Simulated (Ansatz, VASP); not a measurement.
# BeHF: VASP beside Ansatz

Contents of INCAR:

```
PREC = Accurate
ENCUT = 600
EDIFF = 1E-6
ISMEAR = 0
SIGMA = 0.01
LREAL = F
LASPH = T
NELM = 100
ALGO = Normal
ISIF = 3
LWAVE = F
LCHARG = F
GGA = PE
IBRION = 2
NSW = 100
EDIFFG = -0.01
```

KPOINTS

```
regular mesh
0
Gamma
  14 14 6
```

Contents of POSCAR:

```
BeHF
1.0
    2.5479892630      0.0000000000      0.0000000000
    0.0000000000      2.5479892630      0.0000000000
    0.0000000000      0.0000000000      6.7724904751
Be H F
2 2 2
Direct
    0.0000000000      0.5000000000      0.8537995851
    0.5000000000      0.0000000000      0.1462004149
    0.0000000000      0.0000000000      0.0000000000
    0.5000000000      0.5000000000      0.0000000000
    0.0000000000      0.5000000000      0.2777269390
    0.5000000000      0.0000000000      0.7222730610
```

Input for Ansatz:

```yaml
crystal:
  lattice:
    - [2.547989263, 0.0, 0.0]
    - [0.0, 2.547989263, 0.0]
    - [0.0, 0.0, 6.7724904751]
  atoms:
    - { symbol: Be, position: [0.0, 0.5, 0.8537995851] }
    - { symbol: Be, position: [0.5, 0.0, 0.1462004149] }
    - { symbol: H, position: [0.0, 0.0, 0.0] }
    - { symbol: H, position: [0.5, 0.5, 0.0] }
    - { symbol: F, position: [0.0, 0.5, 0.277726939] }
    - { symbol: F, position: [0.5, 0.0, 0.722273061] }
basis:
  ecutwfc: 420
kpoints:
  mp_grid: { grid: [14, 14, 6] }
hamiltonian:
  xc: pbe
scf:
  occupations: { method: gaussian, width: 0.01 }
output:
  forces: true
  stress: true
  eigenvalues: true
relax:
  adjacent_minimum: "off"
  f_tol: 0.01
  max_steps: 80
  cell: { stress_tol: 0.05 }
```

Change from the starting cell: species swapped into the PrCoGe type (P4/nmm, No. 129).

Alike in both runs: task relaxation of cell and atoms; functional PBE; k mesh 14 × 14 × 6; occupations gaussian, width 0.01 eV; no spin polarisation.

|  | VASP | Ansatz |
| --- | --- | --- |
| version | VASP 6.6.1 | Ansatz 0.2.0 |
| potentials or method | VASP PAW PBE potentials, release 64 (Be, H, F), cutoff 600 eV | scalar-relativistic, plane waves, PAW |
| valence electrons in the cell | 20 | 20 |

|  | VASP | Ansatz | Ansatz less VASP |
| --- | --- | --- | --- |
| gap on the k mesh at the Fermi level, each at its own relaxed structure (eV) | none | none | - |
| relaxed volume (Å³/atom) | 7.33 | 7.54 | +0.212 |
| relaxed cell length with the largest relative difference (Å) | 6.777 | 6.974 | +0.1964 |

A gap of «none» marks a metal or a gap that the smearing closes.
